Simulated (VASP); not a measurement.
Wanted: the native input for a VASP 6.6.1 run.

```yaml
Task: single point
Functional: PBE
Potentials_or_basis: VASP PAW PBE potentials, release 64 (Ta_pv, C)
Cutoff: 520 eV
k_mesh: 6 × 6 × 4
Occupations: gaussian, width 0.1 eV
Spin: no spin polarisation
Dipole_correction: no
Further_INCAR_settings: ALGO = Normal; EDIFF = 1e-06; NBANDS = 16
```

The structure of TaC2 lies in POSCAR:

```
TaC2
1.0
    2.9805074300      0.0000000000      0.0000000000
   -1.4902537100      2.5811951500      0.0000000000
    0.0000000000      0.0000000000      5.0607912500
Ta C
1 2
Direct
    0.0000000000      0.0000000000      0.0000000000
    0.3333333300      0.6666666700      0.2552000000
    0.6666666700      0.3333333300      0.7448000000
```

The input as run:

INCAR

```
SYSTEM = TaC2
  ALGO = Normal
  EDIFF = 1E-6
  ENCUT = 520
  GGA = PE
  ISIF = 2
  ISMEAR = 0
  LASPH = .True.
  LCHARG = .False.
  LREAL = .False.
  LWAVE = .False.
  NBANDS = 16
  NELM = 100
  PREC = Accurate
  SIGMA = 0.1
```

KPOINTS

```
k-points
0
Gamma
  6 6 4
  0 0 0
```

Potentials or basis: VASP PAW PBE potentials, release 64 (Ta_pv, C).

The run is started by

```sh
$ cat potpaw_PBE.64/Ta_pv/POTCAR potpaw_PBE.64/C/POTCAR > POTCAR
$ mpirun -np 1 vasp_std > vasp.out
```

Results of the run:

```
Pressure      : 10.7 GPa
Largest force : 1.028 eV/Å
```

Caveat: the k points lie up to 0.41 Å⁻¹ apart; forces of over 1 eV/Å act on the atoms, so gaps and moduli don't describe the material at rest.

Wall time 5.8 s on 1 thread of Intel(R) Xeon(R) 6975P-C (Granite Rapids), on a shared host, peak memory 0.16 GiB.
